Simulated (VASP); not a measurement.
Write the native input for VASP 6.6.1 that does the following.

| Quantity | Value |
| --- | --- |
| Task | single point |
| Functional | LDA |
| Potentials or basis | VASP PAW LDA potentials, release 64 (Ga_d, Cu) |
| Cutoff | 600 eV |
| k mesh | 2 × 2 × 2 |
| Occupations | gaussian, width 0.05 eV |
| Spin | no spin polarisation |
| Dipole correction | no |
| Further INCAR settings | ALGO = Normal; EDIFF = 1e-06; NBANDS = 86 |

The structure of Ga2Cu lies in POSCAR:

```
Ga2Cu
1.0
    5.6600000000      0.0000000000      0.0000000000
    0.0000000000      5.6600000000      0.0000000000
    0.0000000000      0.0000000000      5.8390000000
Ga Cu
8 4
Direct
    0.2500000000      0.2500000000      0.2950000000
    0.2500000000      0.2500000000      0.7050000000
    0.2500000000      0.7500000000      0.2950000000
    0.2500000000      0.7500000000      0.7050000000
    0.7500000000      0.2500000000      0.2950000000
    0.7500000000      0.2500000000      0.7050000000
    0.7500000000      0.7500000000      0.2950000000
    0.7500000000      0.7500000000      0.7050000000
    0.0000000000      0.0000000000      0.0000000000
    0.0000000000      0.5000000000      0.0000000000
    0.5000000000      0.0000000000      0.0000000000
    0.5000000000      0.5000000000      0.0000000000
```

These files were run (other wordings do the same):

INCAR

```
SYSTEM = Ga2Cu
PREC     = Accurate       ! precision mode
ENCUT    = 600            ! plane-wave cutoff, eV
EDIFF    = 1E-6           ! SCF threshold, eV
ISMEAR   = 0              ! smearing method
SIGMA    = 0.05           ! smearing width, eV
LREAL    = .FALSE.        ! projectors in reciprocal space
LASPH    = .TRUE.         ! aspherical terms in the spheres
NELM     = 120            ! most SCF steps
ALGO     = Normal         ! electronic algorithm
ISIF     = 2              ! what is computed and relaxed
LWAVE    = .FALSE.        ! write WAVECAR
LCHARG   = .FALSE.        ! write CHGCAR
GGA      = CA             ! functional
NBANDS   = 86             ! bands
GGA_COMPAT= .FALSE.
```

KPOINTS

```
regular mesh
0
G
  2 2 2
  0 0 0
```

Potentials or basis: VASP PAW LDA potentials, release 64 (Ga_d, Cu).

Command:

```bash
$ cat potpaw_LDA.64/Ga_d/POTCAR potpaw_LDA.64/Cu/POTCAR > POTCAR
$ mpirun -np 1 vasp_std > vasp.out
```

Results of the run:

```json
{"Pressure": "-5.6 GPa", "Largest force": "1.109 eV/Å", "Band gap on the k mesh": "zero (bands 74 and 75 overlap by 3.09 eV)"}
```

Caveat: the k points lie up to 0.56 Å⁻¹ apart, too coarse for converged energies and pressures of a metal; forces of over 1 eV/Å act on the atoms, so gaps and moduli don't describe the material at rest.

It took 2 min on 1 thread of Intel(R) Xeon(R) Platinum 8375C CPU @ 2.90GHz (Ice Lake), with other jobs on the host, peak memory 0.29 GiB.
